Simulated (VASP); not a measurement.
# Ta4Al5N9 in VASP: a series of runs, part 2 of 2

VASP 6.6.1.

## (4) Single point, PBE

The input, INCAR:

```
SYSTEM = Ta4Al5N9
ALGO = Normal
EDIFF = 1E-6
ENCUT = 520
GGA = PE
GGA_COMPAT = .FALSE.
ISIF = 2
ISMEAR = -1
ISYM = -1
LASPH = .TRUE.
LCHARG = .FALSE.
LREAL = Auto
LWAVE = .FALSE.
NBANDS = 67
NELM = 120
PREC = Accurate
SIGMA = 0.3447
```

The input, KPOINTS:

```
explicit points
1
Reciprocal
  0.25000000   0.25000000   0.25000000 1
```

The input, POSCAR:

```
Ta4Al5N9
1.0
    5.7043550000     -0.0555350000     -0.0206970000
   -0.0555350000      6.2992770000      0.1411560000
   -0.0206970000      0.1411560000      5.7643950000
Al N Ta
5 9 4
Direct
    0.2274979560      0.7561972251      0.5956269044
    0.3923721321      0.2314684079      0.5448777836
    0.7277650258      0.5676555148      0.5023102287
    0.8675909589      0.8438064839      0.0621361274
    0.3711855678      0.1493135561      0.0060453740
    0.8646894536      0.3515274479      0.5930584683
    0.6570325022      0.1022866236      0.3047374843
    0.3644037879      0.3891639038      0.7616249832
    0.4073389464      0.6656621465      0.3399240490
    0.0571536425      0.1053771670      0.0584889289
    0.9609386771      0.7709592262      0.4479937664
    0.4573897951      1.0091394085      0.7724891362
    1.1252419707      0.7551675997      0.9171584694
    0.3784396520      0.2986105951      0.2451457418
    0.5080718750      0.6186967732      1.0214048138
   -0.0107477843      0.2854798875      0.2749527668
    0.8074170387      1.0136192572      0.5737583338
    1.0712234590      0.4033085607      0.8573780403
```

Potentials or basis: VASP PAW PBE potentials, release 64 (Al, N, Ta_pv).

Launch:

```bash
$ cat potpaw_PBE.64/Al/POTCAR potpaw_PBE.64/N/POTCAR potpaw_PBE.64/Ta_pv/POTCAR > POTCAR
$ mpirun -np 1 vasp_std > vasp.out
```

OUTCAR:

```text
SYSTEM = Ta4Al5N9
   EDIFF = 1E-6
   ENCUT = 520
   GGA = PE
   ISIF = 2
   ISMEAR = -1
   ISYM = -1
   LASPH = .TRUE.
   LREAL = Auto
   NELM = 120
   PREC = Accurate

 ion  position               nearest neighbor table
   1  0.227  0.756  0.596-  11 1.74   9 1.92  13 1.95  12 2.31  18 2.77  17 2.92  15 3.02   3 3.12
                             2 3.12   3 3.17
   2  0.392  0.231  0.545-   8 1.64  14 1.76  12 1.91   7 2.25   5 2.69  17 2.76  16 2.78   3 2.83
                            18 2.84   1 3.12   5 3.17
   3  0.728  0.568  0.502-   6 1.64  11 1.85   9 2.14  16 2.73   2 2.83  17 2.89  18 2.99  15 3.04
                             4 3.11   1 3.12   1 3.17  15 3.29
   4  0.868  0.844  0.062-  13 1.81  10 1.95  11 2.31  15 2.49   7 2.52  17 2.98   3 3.11  16 3.16
                            17 3.21  18 3.30
   5  0.371  0.149  0.006-  14 1.70  12 1.72  10 1.83   8 2.02   7 2.38  18 2.49   2 2.69  16 2.85
                            15 3.05   2 3.17  15 3.44
   6  0.865  0.352  0.593-   3 1.64  18 1.96  16 2.04  17 2.16
   7  0.657  0.102  0.305-  17 1.84  16 2.20   2 2.25   5 2.38   4 2.52
   8  0.364  0.389  0.762-   2 1.64  18 1.77   5 2.02  15 2.27
   9  0.407  0.666  0.340-   1 1.92  15 1.97   3 2.14
  10  0.057  0.105  0.058-  16 1.78   5 1.83   4 1.95  18 2.16
  11  0.961  0.771  0.448-   1 1.74   3 1.85  17 1.95   4 2.31
  12  0.457  0.009  0.772-   5 1.72   2 1.91  17 2.31   1 2.31
  13  0.125  0.755  0.917-   4 1.81   1 1.95  18 2.27  15 2.42
  14  0.378  0.299  0.245-   5 1.70   2 1.76  16 2.23  15 2.45
  15  0.508  0.619  0.021-   9 1.97   8 2.27  13 2.42  14 2.45   4 2.49  18 2.98   1 3.02   3 3.04
                             5 3.05   3 3.29   5 3.44
  16  0.989  0.285  0.275-  10 1.78   6 2.04   7 2.20  14 2.23  18 2.53  17 2.58   3 2.73   2 2.78
                             5 2.85   4 3.16  18 3.50
  17  0.807  0.014  0.574-   7 1.84  11 1.95   6 2.16  12 2.31  16 2.58   2 2.76   3 2.89   1 2.92
                             4 2.98   4 3.21  18 3.34
  18  0.071  0.403  0.857-   8 1.77   6 1.96  10 2.16  13 2.27   5 2.49  16 2.53   1 2.77   2 2.84
                            15 2.98   3 2.99   4 3.30  17 3.34  16 3.50

IMPORTANT INFORMATION: All symmetrisations will be switched off!
NOSYMM: (Re-)initialisation of all symmetry stuff for point group C_1.

----------------------------------------------------------------------------------------
[... 114 lines left out ...]
 non-spin polarized calculation
  energy-cutoff  :      520.00
  volume of cell :      207.00
 maximum number of plane-waves:      5572
 NGX is ok and might be reduce to    42
   NGX = 21   NGY = 23   NGZ = 21

 number of electron     104.0000003 magnetization

 Free energy of the ion-electron system (eV)
  ---------------------------------------------------
  ext. energy  EPLUGINS =         0.00000000
  ---------------------------------------------------
  free energy    TOTEN  =      -139.38583230 eV

  energy without entropy =     -137.23825046  energy(sigma->0) =     -138.31204138

 E-fermi :   7.3876     XC(G=0): -11.5436

 val. band max:        6.6708292055   @ k =   0.2500   0.2500   0.2500
 cond. band min:       7.4115273325   @ k =   0.2500   0.2500   0.2500
 fundamental gap:      0.7406981271
 Fermi energy:         7.3876350409

 k-point     1 :       0.2500    0.2500    0.2500
  band No.  band energies     occupation
      1     -28.5331      2.00000
      2     -28.3730      2.00000
      3     -28.1104      2.00000
      4     -27.9412      2.00000
      5     -27.9039      2.00000
      6     -27.8485      2.00000
[... 56 lines left out ...]
     63      10.3704      0.00035
     64      10.7132      0.00013
 [bands above 64 left out]

------------------------ aborting loop because EDIFF is reached ----------------------------------------

  FORCE on cell =-STRESS in cart. coord.  units (eV):
  Direction    XX          YY          ZZ          XY          YZ          ZX
  --------------------------------------------------------------------------------------
  -------------------------------------------------------------------------------------
  Total       40.2418257     46.8135298     37.7049330     -9.6352068     10.9425132     -2.9653648
  in kB      311.4712209    362.3361273    291.8357038    -74.5763786     84.6949135    -22.9518863
  external PRESSURE =     321.8810173 kB  Pullay stress =       0.0000000 kB

 VOLUME and BASIS-vectors are now :
 -----------------------------------------------------------------------------
  energy-cutoff  :      520.00
  volume of cell :      207.00
      direct lattice vectors                 reciprocal lattice vectors
     5.704355000 -0.055535000 -0.020697000     0.175321724  0.001532387  0.000591966
    -0.055535000  6.299277000  0.141156000     0.001532387  0.158848928 -0.003884321
    -0.020697000  0.141156000  5.764395000     0.000591966 -0.003884321  0.173575986

 POSITION                                       TOTAL-FORCE (eV/Angst)
 -----------------------------------------------------------------------------------
      1.24341      4.83494      3.53546         3.328108      1.416194      0.666341
      2.21410      1.51321      3.16544         1.239579     -4.777698     -3.263608
      4.10951      3.60631      2.96058        -4.265993      5.684341     -1.950376
      4.90090      5.27596      0.45933         1.918561      0.674022      2.369574
      2.10896      0.92081      0.04824         2.447634     -3.040787      0.893023
      4.90070      2.25006      3.45035         0.662090     -3.446633      2.715106
[... 10 lines left out ...]
      4.59316      0.12194      3.29258        -1.148155     -1.409942      3.780664
      0.36614      2.65762      4.99772        -8.827007      4.114181      0.946736
 -----------------------------------------------------------------------------------
    total drift:                                0.009199     -0.015745     -0.007604

  FREE ENERGIE OF THE ION-ELECTRON SYSTEM (eV)
  ---------------------------------------------------
  free  energy   TOTEN  =      -139.3858323015 eV

  energy  without entropy=     -137.2382504586  energy(sigma->0) =     -138.31204138
```

It took 36 s on 1 thread of Intel Xeon Platinum 8559C (Emerald Rapids), shared host; peak memory 0.29 GiB.

Results:

| Property | Result |
| --- | --- |
| Free energy | -139.3858 eV |
| Pressure | 32.2 GPa |
| Largest force | 9.785 eV/Å |

Forces in eV/Å, atoms in the order of the input:
```
Al   3.328  1.416  0.666
Al   1.240 -4.778 -3.264
Al  -4.266  5.684 -1.950
Al   1.919  0.674  2.370
Al   2.448 -3.041  0.893
N    0.662 -3.447  2.715
N    0.805 -0.869 -1.569
N    5.614  4.297  2.173
N    2.209  1.411  0.732
N   -1.096 -3.172 -5.643
N   -1.848 -0.179 -2.070
N    2.624 -2.679 -3.761
N    1.696 -4.831 -2.201
N   -1.547  3.846  0.070
Ta  -3.729 -0.536  2.488
Ta  -0.082  3.498  3.622
Ta  -1.148 -1.410  3.781
Ta  -8.827  4.114  0.947
```

Stress tensor (GPa, compression positive):
```
31.15 -7.46 -2.30
-7.46 36.23  8.47
-2.30  8.47 29.18
```

Levels at points of the mesh, in eV from the Fermi level:
```csv
k point,band 49,band 50,band 51,band 52,band 53,band 54
"(0.25, 0.25, 0.25)",-1.41,-1.24,-0.72,0.02,0.17,0.63
```

Caveat: the atoms stand as in a frame of molecular dynamics; spin-orbit coupling is left out, which moves the levels of the heavy elements.

## (5) Single point, PBE

The input, INCAR:

```
ALGO = Normal ; EDIFF = 1E-6
ENCUT = 520 ; GGA = PE
GGA_COMPAT = False ; ISIF = 2
ISMEAR = -1 ; ISYM = -1
LASPH = True ; LCHARG = False
LREAL = Auto ; LWAVE = False
NBANDS = 67 ; NELM = 120
PREC = Accurate ; SIGMA = 0.2482
```

KPOINTS is that of step 4.

The input, POSCAR:

```
Ta4Al5N9
1.0
    5.7043550000     -0.0555350000     -0.0206970000
   -0.0555350000      6.2992770000      0.1411560000
   -0.0206970000      0.1411560000      5.7643950000
Al N Ta
5 9 4
Direct
    0.3052701161      0.7124232024      0.5739329741
    0.4341118991      0.2213417393      0.5478653179
    0.6506655672      0.5518435743      0.5823427773
    0.9863963406      0.7628727212      0.1728154270
    0.5532646983     -0.0223622366      0.0637838808
    0.7802037562      0.3245040311      0.5968916402
    0.7530712863      0.1750948712      0.2043322196
    0.4236329993      0.4426778811      0.7457555031
    0.5153434091      0.7817838098      0.3059085276
    0.0040199410      0.0515264448     -0.1583007525
    0.9700664995      0.7130001211      0.4813849886
    0.5983001435     -0.0733065687      0.7656421325
    0.2362158173      0.7046119819      0.9574456209
    0.2929393286      0.2003072846      0.1543633617
    0.4373973177      0.5123485555      0.1175677135
    1.0044263617      0.3355826610      0.3193677925
    0.8278223532     -0.0056660491      0.5467576799
    0.0650189599      0.3662203542      0.8106093523
```

Launch:

```bash
$ cat potpaw_PBE.64/Al/POTCAR potpaw_PBE.64/N/POTCAR potpaw_PBE.64/Ta_pv/POTCAR > POTCAR
$ mpirun -np 1 vasp_std > vasp.out
```

Run time: 34 s. Hardware: 1 thread of Intel Xeon Platinum 8559C (Emerald Rapids), shared host; peak memory 0.3 GiB.

The run converged. Its results:

| Item | Value |
| --- | --- |
| Free energy | -142.0277 eV |
| Pressure | 17.9 GPa |
| Largest force | 7.363 eV/Å |

Forces in eV/Å, atoms in the order of the input:
```
Al  -2.798  2.025  1.297
Al  -0.211 -1.439 -0.947
Al   3.324  6.433 -1.333
Al   0.706 -0.118 -4.673
Al  -1.592  2.328  1.297
N    2.558 -4.405 -0.079
N   -2.129 -2.632 -0.703
N   -2.755  0.042  1.816
N    0.164 -1.612  3.024
N    1.415  0.779 -0.089
N    1.623 -1.210  1.450
N   -4.076 -0.769 -0.663
N   -2.919  0.194 -0.240
N   -0.624  0.809 -0.149
Ta   3.083 -0.626 -0.369
Ta   3.553  2.261 -1.061
Ta   1.210  0.530  0.186
Ta  -0.529 -2.590  1.236
```

Stress tensor (GPa, compression positive):
```
23.90 -3.56 -4.75
-3.56 15.67  0.34
-4.75  0.34 14.27
```

Levels at points of the mesh, in eV from the Fermi level:
| k point | band 50 | band 51 | band 52 | band 53 | band 54 | band 55 |
| --- | --- | --- | --- | --- | --- | --- |
| (0.25, 0.25, 0.25) | -0.96 | -0.54 | -0.29 | 0.37 | 0.46 | 0.81 |

Caveat: the atoms stand as in a frame of molecular dynamics; spin-orbit coupling is left out, which moves the levels of the heavy elements.

## (6) Overview

```tsv
cell	smearing	pressure (GPa)	largest force (eV/Å)
as given, atomic positions A	fermi-dirac 0.3447 eV	15.7	6.29
as given, atomic positions B	fermi-dirac 0.3447 eV	3.7	4.39
as given, atomic positions C	fermi-dirac 0.3447 eV	32.2	9.78
as given, atomic positions D	fermi-dirac 0.2482 eV	17.9	7.36
```

Alike in all rows: task single point; level PBE; potentials or basis VASP PAW PBE potentials, release 64 (Al, N, Ta_pv); no spin polarisation; k mesh 1 × 1 × 1, shifted; cutoff (eV) 520.

Caveats: the atoms stand as in a frame of molecular dynamics; spin-orbit coupling is left out, which moves the levels of the heavy elements.

Absolute energies hang on the potentials; compare differences alone.
